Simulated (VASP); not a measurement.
# Ti5H in VASP: single point with r2SCAN

Aim: the single point of Ti5H with r2SCAN.

All numbers are computed with VASP 6.6.1; they aren't measurements. Logs are shortened: lines on timing, memory, paths and dates and some standing lists are left out, and cuts for length are marked.

## 1. The cell of the first run

The cell holds a slab with vacuum, 6 atoms: a = 2.936 Å, b = 2.936 Å, c = 28.272 Å, α = 90.00°, β = 90.00°, γ = 120.00°.

## 2. Single point, r2SCAN

POSCAR reads:

```
Ti5H
1.0
    2.9357969430      0.0000000000      0.0000000000
   -1.4678984715      2.5424747330      0.0000000000
    0.0000000000      0.0000000000     28.2723858137
Ti H
5 1
Direct
    0.6666666667      0.3333333333      0.3006467178
    0.3333333333      0.6666666667      0.3826382578
    0.6671882515      0.3328117485      0.4652024596
    0.3339844586      0.6660155414      0.5497511229
    0.6674072228      0.3325927772      0.6281747289
    0.0009144384     -0.0009144384      0.6640960456
```

INCAR.step1 reads:

```
PREC = Accurate
ENCUT = 520
ISMEAR = 0
SIGMA = 0.1
LREAL = F
LASPH = T
NELM = 80
LDIPOL = T
IDIPOL = 3
DIPOL = 0.5 0.5 0.498
NBANDS = 40
GGA = PE
ALGO = Normal
EDIFF = 1E-4
LWAVE = T
LCHARG = F
```

INCAR.step2 reads:

```
PREC = Accurate
ENCUT = 520
EDIFF = 1E-7
ISMEAR = 0
SIGMA = 0.1
LREAL = F
LASPH = T
NELM = 80
ALGO = Normal
ISIF = 2
LWAVE = F
LCHARG = F
LDIPOL = T
IDIPOL = 3
DIPOL = 0.5 0.5 0.498
METAGGA = R2SCAN
LMIXTAU = T
NBANDS = 40
ISTART = 1
```

KPOINTS reads:

```
Automatic mesh
0
Gamma
  12 12 1
```

Potentials or basis: VASP PAW PBE potentials, release 64 (Ti_sv, H).

Started as:

```console
cat potpaw_PBE.64/Ti_sv/POTCAR potpaw_PBE.64/H/POTCAR > POTCAR
cp INCAR.step1 INCAR
mpirun -np 1 vasp_std > vasp.out
cp INCAR.step2 INCAR
mpirun -np 1 vasp_std > vasp.out
```

OUTCAR:

```text
PREC = Accurate
   ENCUT = 520
   EDIFF = 1E-7
   ISMEAR = 0
   LREAL = F
   LASPH = T
   NELM = 80
   ISIF = 2
   METAGGA = R2SCAN
   ISTART = 1

 ion  position               nearest neighbor table
   1  0.667  0.333  0.301-   2 2.87   2 2.87   2 2.87
   2  0.333  0.667  0.383-   1 2.87   1 2.87   1 2.87   3 2.88   3 2.88   3 2.89
   3  0.667  0.333  0.465-   2 2.88   2 2.88   2 2.89
   4  0.334  0.666  0.550-   5 2.79   5 2.79   5 2.79
   5  0.667  0.333  0.628-   4 2.79   4 2.79   4 2.79
   6  0.001  0.999  0.664-

  LATTYP: Found a hexagonal cell.
 ALAT       =     2.9357969430
 C/A-ratio  =     9.6302252379

  Lattice vectors:

 A1 = (   2.9357969430,   0.0000000000,   0.0000000000)
 A2 = (  -1.4678984715,   2.5424747330,   0.0000000000)
 A3 = (   0.0000000000,   0.0000000000,  28.2723858137)

Analysis of symmetry for initial positions (statically):
=====================================================================
 Subroutine PRICEL returns:
 Original cell was already a primitive cell.

 Routine SETGRP: Setting up the symmetry group for a
 hexagonal supercell.

 Subroutine GETGRP returns: Found  2 space group operations
 (whereof  2 operations were pure point group operations)
 out of a pool of 24 trial point group operations.

The static configuration has the point symmetry C_1h.

Analysis of symmetry for dynamics (positions and initial velocities):
=====================================================================
 Subroutine PRICEL returns:
 Original cell was already a primitive cell.

 Routine SETGRP: Setting up the symmetry group for a
 hexagonal supercell.

 Subroutine GETGRP returns: Found  2 space group operations
 (whereof  2 operations were pure point group operations)
 out of a pool of 24 trial point group operations.

The dynamic configuration has the point symmetry C_1h.

 Subroutine INISYM returns: Found  2 space group operations
 (whereof  2 operations are pure point group operations),
 and found     1 'primitive' translations

----------------------------------------------------------------------------------------

                                     Primitive cell

  volume of cell :     211.0304

  direct lattice vectors                    reciprocal lattice vectors
[... 101 lines left out ...]
   ISIF   =      2    stress and relaxation
   ISYM   =      2    0-nonsym 1-usesym 2-fastsym
   POTIM  = 0.5000    time-step for ionic-motion
   TEBEG  =    0.0;   TEEND  =   0.0 temperature during run
   PSTRESS=    0.0 pullay stress
   NELECT =      61.0000    total number of electrons
   NUPDOWN=      -1.0000    fix difference up-down
   EMIN   =  10.00;   EMAX   =-10.00  energy-range for DOS
   EFERMI =   0.00;   METHOD = LEGACY
   ISMEAR =     0;   SIGMA  =   0.10  broadening in eV -4-tet -1-fermi 0-gaus
   EFERMI_NEDOS =   21; number of points for ismear=-14 and -15
   IALGO  =     38    algorithm
   IMIX   =      4    mixing-type and parameters
     AMIX     =   0.40;   BMIX     =  1.00
     AMIX_MAG =   1.60;   BMIX_MAG =  1.00
  volume/ion in A,a.u.               =      35.17       237.35
  Fermi-wavevector in a.u.,A,eV,Ry     =   1.082438  2.045511 15.941569  1.171672
  Thomas-Fermi vector in A             =   2.218480
   LORBIT       =      0    0 simple, 1 ext, 2 COOP (PROOUT), +10 PAW based schemes
   METAGGA = R2SCAN    functional components
   LHFCALC =     F    Hartree Fock is set to
   AEXX    =    0.0000 exact exchange contribution
   IVDW    =     0    specifies the selected vdW correction
   LEPSILON=     F    determine dielectric tensor
   LRPA    =     F    only Hartree local field effects (RPA)
 non-spin polarized calculation
 Gauss-broadening in eV      SIGMA  =   0.10
  energy-cutoff  :      520.00
  volume of cell :      211.03
 maximum number of plane-waves:      5793
 NGX is ok and might be reduce to    24
   NGX = 11   NGY = 11   NGZ =105

 dipolmoment           0.000000      0.000000      0.000035 electrons x Angstroem

 number of electron      60.9999990 magnetization

 dipolmoment           0.000000      0.000000     -0.010620 electrons x Angstroem

 Free energy of the ion-electron system (eV)
  ---------------------------------------------------
  ext. energy  EPLUGINS =         0.00000000
  ---------------------------------------------------
  free energy    TOTEN  =       -67.44520669 eV

  energy without entropy =      -67.41041197  energy(sigma->0) =      -67.42780933

 E-fermi :   0.9896     XC(G=0):  -5.8119

 val. band max:        0.9691506620   @ k =   0.4167   0.4167   0.0000
 cond. band min:       0.9927550320   @ k =   0.3333   0.0000   0.0000
 fundamental gap:      0.0236043700
 Fermi energy:         0.9896178371

 k-point     1 :       0.0000    0.0000    0.0000
  band No.  band energies     occupation
      1     -58.4202      2.00000
      2     -58.3406      2.00000
      3     -58.1954      2.00000
      4     -58.1436      2.00000
      5     -58.1017      2.00000
      6     -33.8886      2.00000
[... 1021 lines left out ...]
     39       3.1504      0.00000
     40       3.4351      0.00000

 [... further k-points ...]

------------------------ aborting loop because EDIFF is reached ----------------------------------------

 vacuum level on the upper side and lower side of the slab       (xc-potential included)        -0.145         0.108

  FORCE on cell =-STRESS in cart. coord.  units (eV):
  Direction    XX          YY          ZZ          XY          YZ          ZX
  --------------------------------------------------------------------------------------
  -------------------------------------------------------------------------------------
  Total       -1.1337951     -1.1266181     -1.1778456      0.0062155      0.0059483     -0.0103021
  in kB       -8.6079564     -8.5534670     -8.9423945      0.0471892      0.0451602     -0.0782150
  external PRESSURE =      -8.7012726 kB  Pullay stress =       0.0000000 kB

 VOLUME and BASIS-vectors are now :
 -----------------------------------------------------------------------------
  energy-cutoff  :      520.00
  volume of cell :      211.03
      direct lattice vectors                 reciprocal lattice vectors
     2.935796943  0.000000000  0.000000000     0.340623013  0.196658788  0.000000000
    -1.467898472  2.542474733  0.000000000     0.000000000  0.393317576  0.000000000
     0.000000000  0.000000000 28.272385814     0.000000000  0.000000000  0.035370202

 POSITION                                       TOTAL-FORCE (eV/Angst)
 -----------------------------------------------------------------------------------
      1.46790      0.84749      8.50000         0.000278     -0.000160      0.556289
     -0.00000      1.69498     10.81810         0.001362     -0.000786     -0.577063
      1.47020      0.84617     13.15238        -0.001231      0.000711      0.006879
      0.00287      1.69333     15.54278         0.000267     -0.000154     -0.013331
      1.47116      0.84561     17.76000         0.002198     -0.001269      0.010319
     -1.46387      2.54015     18.77558        -0.002873      0.001659      0.016907
 -----------------------------------------------------------------------------------
    total drift:                                0.000148     -0.000086      0.003310

  FREE ENERGIE OF THE ION-ELECTRON SYSTEM (eV)
  ---------------------------------------------------
  free  energy   TOTEN  =       -67.4452066873 eV

  energy  without entropy=      -67.4104119697  energy(sigma->0) =      -67.42780933

 vacuum level on the upper side and lower side of the slab         5.326         5.583
```

OUTCAR.step1:

```text
PREC = Accurate
   ENCUT = 520
   ISMEAR = 0
   LREAL = F
   LASPH = T
   NELM = 80
   GGA = PE
[... 1275 lines left out ...]
      1.47116      0.84561     17.76000         0.002131     -0.001230      0.023327
     -1.46387      2.54015     18.77558        -0.002836      0.001637      0.026616
 -----------------------------------------------------------------------------------
    total drift:                                0.000228     -0.000131     -0.000490

  FREE ENERGIE OF THE ION-ELECTRON SYSTEM (eV)
  ---------------------------------------------------
  free  energy   TOTEN  =       -41.8398337993 eV

  energy  without entropy=      -41.8019599448  energy(sigma->0) =      -41.82089687

 vacuum level on the upper side and lower side of the slab         4.956         4.938
```

OSZICAR.step1:

```text
N       E                     dE             d eps       ncg     rms          rms(c)
DAV:   1     0.768303024095E+03    0.76830E+03   -0.33162E+04  3816   0.157E+03
DAV:   2     0.561407691359E+02   -0.71216E+03   -0.69618E+03  3656   0.508E+02
DAV:   3    -0.301655653443E+02   -0.86306E+02   -0.83791E+02  5736   0.158E+02
[... 15 lines left out ...]
DAV:  19    -0.418390921999E+02    0.12202E-02   -0.93068E-03  5208   0.951E-01    0.180E-01
DAV:  20    -0.418394670797E+02   -0.37488E-03   -0.61121E-03  4792   0.675E-01    0.169E-01
DAV:  21    -0.418393840173E+02    0.83062E-04   -0.13646E-03  4504   0.301E-01    0.121E-01
DAV:  22    -0.418394997832E+02   -0.11577E-03   -0.58206E-04  3744   0.128E-01    0.589E-02
DAV:  23    -0.418397446629E+02   -0.24488E-03   -0.22658E-04  3016   0.936E-02    0.289E-02
DAV:  24    -0.418398337993E+02   -0.89136E-04   -0.69097E-05  2784   0.591E-02
   1 F= -.41839834E+02 E0= -.41820897E+02  d E =-.378739E-01
```

It took 51 min on 1 thread of Intel Xeon Platinum 8488C (Sapphire Rapids), shared host; peak memory 0.54 GiB.

Results:

```
Free energy            : -67.4452 eV
Largest force          : 0.577 eV/Å
Band gap on the k mesh : zero (an odd number of electrons rules out a gap without spin polarisation)
```

Forces in eV/Å, atoms in the order of the input:
```
Ti   0.000  0.000  0.556
Ti   0.001 -0.001 -0.577
Ti  -0.001  0.001  0.007
Ti   0.000  0.000 -0.013
Ti   0.002 -0.001  0.010
H   -0.003  0.002  0.017
```

Caveat: the PAW data sets were made with another functional, which shifts forces and pressure a little.

The gap in the log of VASP goes by the Fermi energy; the results here count the filled bands.